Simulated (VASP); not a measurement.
# HgTe (Cmcm) in VASP: notebook

HgTe is run at these levels: PBEsol, LDA; tasks: single point.

All numbers are computed with VASP 6.6.1; they aren't measurements. Logs are shortened: lines on timing, memory, paths and dates and some standing lists are left out, and cuts for length are marked.

## Step 1: The cell of the first run

The structure is orthorhombic, space group Cmcm (No. 63). Conventional cell: a = 5.904 Å, b = 6.840 Å, c = 5.720 Å, α = 90.00°, β = 90.00°, γ = 90.00°. Within 3.9 Å of Hg (site symmetry m2m) lie 6 Te at 2.98 to 3.82 Å and 2 Hg at 3.58 Å. Te (site symmetry m2m) has 6 Hg at 2.98 to 3.82 Å within 3.9 Å.

## Step 2: Single point, PBEsol

Input file INCAR:

```
  ALGO = Normal
  EDIFF = 1E-6
  ENCUT = 520
  GGA = PS
  ISIF = 2
  ISMEAR = -1
  LASPH = True
  LCHARG = False
  LREAL = False
  LWAVE = False
  NBANDS = 26
  NELM = 80
  PREC = Accurate
  SIGMA = 0.05
```

Input file KPOINTS:

```
k-points
0
Gamma
  6 6 5
```

Input file POSCAR:

```
HgTe
1.0
    2.9520736097     -3.4200728643      0.0000000000
    2.9520736097      3.4200728643      0.0000000000
    0.0000000000      0.0000000000      5.7197939209
Hg Te
2 2
Direct
    0.6569500000      0.3430500000      0.2500000000
    0.3430500000      0.6569500000      0.7500000000
    0.2151910000      0.7848090000      0.2500000000
    0.7848090000      0.2151910000      0.7500000000
```

Potentials or basis: VASP PAW PBE potentials, release 64 (Hg, Te).

Command:

```
> cat potpaw_PBE.64/Hg/POTCAR potpaw_PBE.64/Te/POTCAR > POTCAR
> mpirun -np 1 vasp_std > vasp.out
```

OUTCAR:

```text
EDIFF = 1E-6
   ENCUT = 520
   GGA = PS
   ISIF = 2
   ISMEAR = -1
   LASPH = True
   LREAL = False
   NELM = 80
   PREC = Accurate

 ion  position               nearest neighbor table
   1  0.657  0.343  0.250-   3 2.98   3 2.98   4 2.99   4 2.99   3 3.02   2 3.58   2 3.58
   2  0.343  0.657  0.750-   4 2.98   4 2.98   3 2.99   3 2.99   4 3.02   1 3.58   1 3.58
   3  0.215  0.785  0.250-   1 2.98   1 2.98   2 2.99   2 2.99   1 3.02
   4  0.785  0.215  0.750-   2 2.98   2 2.98   1 2.99   1 2.99   2 3.02

  LATTYP: Found a base centered orthorhombic cell.
 ALAT       =     5.9041472194
 B/A-ratio  =     1.1585323798
 C/A-ratio  =     0.9687756264

  Lattice vectors:

 A1 = (   2.9520736097,  -3.4200728643,   0.0000000000)
 A2 = (   2.9520736097,   3.4200728643,   0.0000000000)
 A3 = (   0.0000000000,   0.0000000000,   5.7197939209)

Analysis of symmetry for initial positions (statically):
=====================================================================
 Subroutine PRICEL returns:
 Original cell was already a primitive cell.

 Routine SETGRP: Setting up the symmetry group for a
 base centered orthorhombic supercell.

 Subroutine GETGRP returns: Found  8 space group operations
 (whereof  4 operations were pure point group operations)
 out of a pool of  8 trial point group operations.

The static configuration has the point symmetry C_2h.
 The point group associated with its full space group is D_2h.

Analysis of symmetry for dynamics (positions and initial velocities):
=====================================================================
 Subroutine PRICEL returns:
 Original cell was already a primitive cell.

 Routine SETGRP: Setting up the symmetry group for a
 base centered orthorhombic supercell.

 Subroutine GETGRP returns: Found  8 space group operations
 (whereof  4 operations were pure point group operations)
 out of a pool of  8 trial point group operations.

The dynamic configuration has the point symmetry C_2h.
 The point group associated with its full space group is D_2h.

 Subroutine INISYM returns: Found  8 space group operations
 (whereof  4 operations are pure point group operations),
 and found     1 'primitive' translations

----------------------------------------------------------------------------------------

                                     Primitive cell

  volume of cell :     115.4976

  direct lattice vectors                    reciprocal lattice vectors
     2.952073610 -3.420072864  0.000000000     0.169372470 -0.146195716  0.000000000
     2.952073610  3.420072864  0.000000000     0.169372470  0.146195716  0.000000000
     0.000000000  0.000000000  5.719793921     0.000000000  0.000000000  0.174831474

  length of vectors
     4.517923970  4.517923970  5.719793921     0.223741415  0.223741415  0.174831474

  position of ions in fractional coordinates (direct lattice)
     0.656950000  0.343050000  0.250000000
     0.343050000  0.656950000  0.750000000
     0.215191000  0.784809000  0.250000000
     0.784809000  0.215191000  0.750000000

  ion indices of the primitive-cell ions
   primitive index   ion index
                 1           1
                 2           2
                 3           3
                 4           4

----------------------------------------------------------------------------------------

 KPOINTS: k-points

Automatic generation of k-mesh.
 Grid dimensions read from file:
 generate k-points for:    6    6    5

 Generating k-lattice:

  Cartesian coordinates                     Fractional coordinates (reciprocal lattice)
     0.028228745 -0.024365953  0.000000000     0.166666667  0.000000000  0.000000000
     0.028228745  0.024365953  0.000000000     0.000000000  0.166666667  0.000000000
     0.000000000  0.000000000  0.034966295     0.000000000  0.000000000  0.200000000

  Length of vectors
     0.037290236  0.037290236  0.034966295

  Shift w.r.t. Gamma in fractional coordinates (k-lattice)
     0.000000000  0.000000000  0.000000000

 Subroutine IBZKPT returns following result:
 ===========================================

 Found     39 irreducible k-points:

 Following reciprocal coordinates:
            Coordinates               Weight
  0.000000  0.000000  0.000000      1.000000
  0.166667 -0.000000  0.000000      4.000000
  0.333333  0.000000  0.000000      4.000000
  0.500000  0.000000  0.000000      2.000000
  0.166667  0.166667  0.000000      2.000000
  0.333333  0.166667  0.000000      4.000000
[... 16 lines left out ...]
  0.333333  0.333333  0.200000      4.000000
  0.500000  0.333333  0.200000      8.000000
 [... further k-points ...]
   k-points           NKPTS =     39   k-points in BZ     NKDIM =     39   number of bands    NBANDS=     26
   number of dos      NEDOS =    301   number of ions     NIONS =      4
   total plane-waves  NPLWV =  62208
   dimension x,y,z NGX =    36 NGY =   36 NGZ =   48
   dimension x,y,z NGXF=    72 NGYF=   72 NGZF=   96
   ions per type =               2   2
   NGX,Y,Z   is equivalent  to a cutoff of  13.25, 13.25, 13.95 a.u.
   NGXF,Y,Z  is equivalent  to a cutoff of  26.49, 26.49, 27.90 a.u.
 SYSTEM =  unknown system
   PREC   = accura    normal or accurate (medium, high low for compatibility)
   ISTART =      0    job   : 0-new  1-cont  2-samecut
   ICHARG =      2    charge: 1-file 2-atom 10-const
   ISPIN  =      1    spin polarized calculation?
   LNONCOLLINEAR =      F non collinear calculations
   LSORBIT =      F    spin-orbit coupling
   LASPH  =      T    aspherical Exc in radial PAW
   ENCUT  =  520.0 eV  38.22 Ry    6.18 a.u.   8.40  8.40 10.64*2*pi/ulx,y,z
   NELM   =     80;   NELMIN=  2; NELMDL= -5     # of ELM steps
   EDIFF  = 0.1E-05   stopping-criterion for ELM
   LREAL  =      F    real-space projection
   EDIFFG = 0.1E-04   stopping-criterion for IOM
   NSW    =      0    number of steps for IOM
   IBRION =     -1    ionic relax: 0-MD 1-quasi-New 2-CG
   NFREE  =      0    steps in history (QN), initial steepest desc. (CG)
   ISIF   =      2    stress and relaxation
   ISYM   =      2    0-nonsym 1-usesym 2-fastsym
   POTIM  = 0.5000    time-step for ionic-motion
   TEBEG  =    0.0;   TEEND  =   0.0 temperature during run
   PSTRESS=    0.0 pullay stress
   NELECT =      36.0000    total number of electrons
   NUPDOWN=      -1.0000    fix difference up-down
   EMIN   =  10.00;   EMAX   =-10.00  energy-range for DOS
   EFERMI =   0.00;   METHOD = LEGACY
   ISMEAR =    -1;   SIGMA  =   0.05  broadening in eV -4-tet -1-fermi 0-gaus
   EFERMI_NEDOS =   21; number of points for ismear=-14 and -15
   IALGO  =     38    algorithm
   IMIX   =      4    mixing-type and parameters
     AMIX     =   0.40;   BMIX     =  1.00
     AMIX_MAG =   1.60;   BMIX_MAG =  1.00
  volume/ion in A,a.u.               =      28.87       194.85
  Fermi-wavevector in a.u.,A,eV,Ry     =   1.109987  2.097572 16.763356  1.232072
  Thomas-Fermi vector in A             =   2.246534
   LORBIT       =      0    0 simple, 1 ext, 2 COOP (PROOUT), +10 PAW based schemes
   GGA     = PS    functional components
   LHFCALC =     F    Hartree Fock is set to
   AEXX    =    0.0000 exact exchange contribution
   IVDW    =     0    specifies the selected vdW correction
   LEPSILON=     F    determine dielectric tensor
   LRPA    =     F    only Hartree local field effects (RPA)
 non-spin polarized calculation
  energy-cutoff  :      520.00
  volume of cell :      115.50
 maximum number of plane-waves:      3137
 NGX is ok and might be reduce to    36
   NGX = 17   NGY = 17   NGZ = 21

 number of electron      36.0000003 magnetization

 Free energy of the ion-electron system (eV)
  ---------------------------------------------------
  ext. energy  EPLUGINS =         0.00000000
  ---------------------------------------------------
  free energy    TOTEN  =        -8.28607673 eV

  energy without entropy =       -8.27363541  energy(sigma->0) =       -8.27985607

 E-fermi :   4.0733     XC(G=0):  -9.9430

 val. band max:        4.0621806284   @ k =   0.5000   0.3333   0.0000
 cond. band min:       4.0737395234   @ k =   0.5000   0.3333   0.2000
 fundamental gap:      0.0115588950
 Fermi energy:         4.0732682852

 k-point     1 :       0.0000    0.0000    0.0000
  band No.  band energies     occupation
      1      -7.9693      2.00000
      2      -6.7597      2.00000
      3      -2.8132      2.00000
      4      -2.7087      2.00000
      5      -2.6728      2.00000
      6      -2.6254      2.00000
[... 18 lines left out ...]
     25      11.0530      0.00000
     26      11.4074      0.00000

 k-point     2 :       0.1667   -0.0000    0.0000
  band No.  band energies     occupation
      1      -7.8308      2.00000
      2      -6.7389      2.00000
      3      -2.8748      2.00000
      4      -2.7600      2.00000
      5      -2.7213      2.00000
      6      -2.5923      2.00000
[... 18 lines left out ...]
     25      11.0440      0.00000
     26      11.5295      0.00000

 k-point     3 :       0.3333    0.0000    0.0000
  band No.  band energies     occupation
      1      -7.4634      2.00000
      2      -6.7691      2.00000
      3      -2.9828      2.00000
      4      -2.8526      2.00000
      5      -2.7519      2.00000
      6      -2.6736      2.00000
[... 18 lines left out ...]
     25      10.8823      0.00000
     26      10.9877      0.00000

 k-point     4 :       0.5000    0.0000    0.0000
  band No.  band energies     occupation
      1      -7.0656      2.00000
      2      -6.9902      2.00000
      3      -3.0277      2.00000
      4      -2.9026      2.00000
      5      -2.7933      2.00000
      6      -2.7760      2.00000
[... 18 lines left out ...]
     25       9.7288      0.00000
     26      10.6272      0.00000
[... 496 lines left out ...]
      1      -7.6550      2.00000
      2      -6.8036      2.00000
      3      -2.9124      2.00000
      4      -2.7929      2.00000
      5      -2.6778      2.00000
      6      -2.6265      2.00000
[... 18 lines left out ...]
     25      11.0392      0.00000
     26      11.6645      0.00000

 k-point    23 :       0.3333    0.3333    0.2000
  band No.  band energies     occupation
      1      -6.9747      2.00000
      2      -6.8839      2.00000
      3      -2.8539      2.00000
      4      -2.8349      2.00000
      5      -2.7966      2.00000
      6      -2.7684      2.00000
[... 18 lines left out ...]
     25      11.1202      0.00000
     26      11.5065      0.00000

 k-point    24 :       0.5000    0.3333    0.2000
  band No.  band energies     occupation
      1      -7.0733      2.00000
      2      -6.8454      2.00000
      3      -2.8342      2.00000
      4      -2.7651      2.00000
      5      -2.7278      2.00000
      6      -2.6645      2.00000
[... 18 lines left out ...]
     25      12.1638      0.00000
     26      12.3809      0.00000

 [... further k-points ...]

------------------------ aborting loop because EDIFF is reached ----------------------------------------

  FORCE on cell =-STRESS in cart. coord.  units (eV):
  Direction    XX          YY          ZZ          XY          YZ          ZX
  --------------------------------------------------------------------------------------
  -------------------------------------------------------------------------------------
  Total       -1.1518129     -1.0845565     -1.1962234      0.0000000     -0.0000000      0.0000000
  in kB      -15.9778966    -15.0449189    -16.5939571      0.0000000     -0.0000000      0.0000000
  external PRESSURE =     -15.8722575 kB  Pullay stress =       0.0000000 kB

 VOLUME and BASIS-vectors are now :
 -----------------------------------------------------------------------------
  energy-cutoff  :      520.00
  volume of cell :      115.50
      direct lattice vectors                 reciprocal lattice vectors
     2.952073610 -3.420072864  0.000000000     0.169372470 -0.146195716  0.000000000
     2.952073610  3.420072864  0.000000000     0.169372470  0.146195716  0.000000000
     0.000000000  0.000000000  5.719793921     0.000000000  0.000000000  0.174831474

 POSITION                                       TOTAL-FORCE (eV/Angst)
 -----------------------------------------------------------------------------------
      2.95207     -1.07356      1.42995         0.000000     -0.032049     -0.000000
      2.95207      1.07356      4.28985         0.000000      0.032049     -0.000000
      2.95207      1.94814      1.42995         0.000000     -0.075920     -0.000000
      2.95207     -1.94814      4.28985         0.000000      0.075920      0.000000
 -----------------------------------------------------------------------------------
    total drift:                                0.000000     -0.000000     -0.000000

  FREE ENERGIE OF THE ION-ELECTRON SYSTEM (eV)
  ---------------------------------------------------
  free  energy   TOTEN  =        -8.2860767286 eV

  energy  without entropy=       -8.2736354057  energy(sigma->0) =       -8.27985607
```

Run time: 1.8 min. Hardware: 1 thread of Intel Xeon 6975P-C, shared host; peak memory 0.3 GiB.

What came out:

```
Free energy            : -8.2861 eV
Pressure               : -1.6 GPa
Largest force          : 0.076 eV/Å
Band gap on the k mesh : zero (band 18 reaches 4.54 eV, above the bottom of band 19 at 2.31 eV)
```

Forces on the atoms (eV/Å):
```
Hg   0.000 -0.032  0.000
Hg   0.000  0.032  0.000
Te   0.000 -0.076  0.000
Te   0.000  0.076  0.000
```

Levels at points of the mesh, in eV from the Fermi level:
```tsv
k point	band 15	band 16	band 17	band 18	band 19	band 20	band 21	band 22
(0.00, 0.00, 0.00)	-2.58	-2.57	-0.99	-0.34	-0.32	-0.02	4.09	5.22
(0.50, 0.00, 0.00)	-2.49	-1.92	-0.78	-0.49	1.53	2.57	3.03	4.61
(0.50, 0.50, 0.00)	-2.09	-1.88	-1.82	-1.81	-1.76	-1.41	3.23	5.27
```

Caveat: the PAW data sets were made with another functional, which shifts forces and pressure a little; spin-orbit coupling is left out, which moves the levels of the heavy elements.

## Step 3: Single point, PBEsol

This run uses another cell than the first one, of 29.48 Å³/atom, 1.021 times its volume.

Input file INCAR:

```
ALGO     = Normal         # electronic algorithm
EDIFF    = 1E-6           # SCF threshold, eV
ENCUT    = 520            # plane-wave cutoff, eV
GGA      = PS             # functional
ISIF     = 2              # what is computed and relaxed
ISMEAR   = -1             # smearing method
LASPH    = True           # aspherical terms in the spheres
LCHARG   = False          # write CHGCAR
LREAL    = False          # projectors in reciprocal space
LWAVE    = False          # write WAVECAR
NBANDS   = 26             # bands
NELM     = 60             # most SCF steps
PREC     = Accurate       # precision mode
SIGMA    = 0.05           # smearing width, eV
```

KPOINTS is that of step 2.

Input file POSCAR:

```
HgTe
1.0
    2.9724333814     -3.4436603190      0.0000000000
    2.9724333814      3.4436603190      0.0000000000
    0.0000000000      0.0000000000      5.7592420221
Hg Te
2 2
Direct
    0.6569500000      0.3430500000      0.2500000000
    0.3430500000      0.6569500000      0.7500000000
    0.2151910000      0.7848090000      0.2500000000
    0.7848090000      0.2151910000      0.7500000000
```

Potentials or basis: VASP PAW PBE potentials, release 64 (Hg, Te).

Command:

```
> cat potpaw_PBE.64/Hg/POTCAR potpaw_PBE.64/Te/POTCAR > POTCAR
> mpirun -np 1 vasp_std > vasp.out
```

Run time: 80 s. Hardware: 1 thread of Intel Xeon 6975P-C, shared host; peak memory 0.3 GiB.

The run converged. Its results:

```
Free energy            : -8.2557 eV
Pressure               : -2.5 GPa
Largest force          : 0.135 eV/Å
Band gap on the k mesh : zero (band 18 reaches 4.29 eV, above the bottom of band 19 at 2.15 eV)
```

Forces in eV/Å, atoms in the order of the input:
```
Hg   0.000 -0.019  0.000
Hg   0.000  0.019  0.000
Te   0.000 -0.135  0.000
Te   0.000  0.135  0.000
```

Stress tensor (GPa, compression positive):
```
-2.60  0.00  0.00
 0.00 -2.23  0.00
 0.00  0.00 -2.68
```

Levels at points of the mesh, in eV from the Fermi level:
```tsv
k point	band 15	band 16	band 17	band 18	band 19	band 20	band 21	band 22
(0.00, 0.00, 0.00)	-2.55	-2.51	-0.96	-0.37	-0.32	-0.02	4.11	5.21
(0.50, 0.00, 0.00)	-2.41	-1.88	-0.77	-0.47	1.50	2.55	2.99	4.56
(0.50, 0.50, 0.00)	-2.04	-1.88	-1.77	-1.75	-1.71	-1.38	3.26	5.28
```

Caveat: the PAW data sets were made with another functional, which shifts forces and pressure a little; spin-orbit coupling is left out, which moves the levels of the heavy elements.

## Step 4: Single point, LDA

This run uses another cell than the first one, of 30.68 Å³/atom, 1.062 times its volume.

Input file INCAR:

```
ALGO     = Normal         # electronic algorithm
EDIFF    = 1E-6           # SCF threshold, eV
ENCUT    = 520            # plane-wave cutoff, eV
GGA      = CA             # functional
ISIF     = 2              # what is computed and relaxed
ISMEAR   = -1             # smearing method
LASPH    = T              # aspherical terms in the spheres
LCHARG   = F              # write CHGCAR
LREAL    = F              # projectors in reciprocal space
LWAVE    = F              # write WAVECAR
NBANDS   = 26             # bands
NELM     = 80             # most SCF steps
PREC     = Accurate       # precision mode
SIGMA    = 0.05           # smearing width, eV
```

KPOINTS is that of step 3.

Input file POSCAR:

```
HgTe
1.0
    3.0123365776     -3.4898894638      0.0000000000
    3.0123365776      3.4898894638      0.0000000000
    0.0000000000      0.0000000000      5.8365565098
Hg Te
2 2
Direct
    0.6569500000      0.3430500000      0.2500000000
    0.3430500000      0.6569500000      0.7500000000
    0.2151910000      0.7848090000      0.2500000000
    0.7848090000      0.2151910000      0.7500000000
```

Potentials or basis: VASP PAW LDA potentials, release 64 (Hg, Te).

Command:

```
> cat potpaw_LDA.64/Hg/POTCAR potpaw_LDA.64/Te/POTCAR > POTCAR
> mpirun -np 1 vasp_std > vasp.out
```

Wall time 39 s (1 thread of Intel Xeon 6975P-C (Granite Rapids), shared host); peak memory 0.27 GiB.

The run converged. Its results:

```yaml
Free_energy: -9.4230 eV
Pressure: -5.4 GPa
Largest_force: 0.307 eV/Å
Band_gap_on_the_k_mesh: zero (band 18 reaches 3.78 eV, above the bottom of band 19 at 1.82 eV)
```

Forces in eV/Å, atoms in the order of the input:
```
Hg   0.000  0.014  0.000
Hg   0.000 -0.014  0.000
Te   0.000 -0.307  0.000
Te   0.000  0.307  0.000
```

Stress tensor (GPa, compression positive):
```
-5.76  0.00  0.00
 0.00 -4.62  0.00
 0.00  0.00 -5.81
```

Levels at points of the mesh, in eV from the Fermi level:
| k point | band 14 | band 15 | band 16 | band 17 | band 18 | band 19 | band 20 | band 21 | band 22 | band 23 |
| --- | --- | --- | --- | --- | --- | --- | --- | --- | --- | --- |
| (0.00, 0.00, 0.00) | -2.57 | -2.54 | -2.36 | -0.89 | -0.44 | -0.31 | -0.02 | 4.18 | 5.16 | 6.19 |
| (0.50, 0.00, 0.00) | -3.70 | -2.24 | -1.78 | -0.73 | -0.42 | 1.45 | 2.46 | 2.95 | 4.44 | 5.05 |
| (0.50, 0.50, 0.00) | -3.82 | -1.93 | -1.90 | -1.67 | -1.63 | -1.59 | -1.29 | 3.35 | 5.36 | 6.87 |

Caveat: spin-orbit coupling is left out, which moves the levels of the heavy elements.

(Part 1 of 2 ends here.)
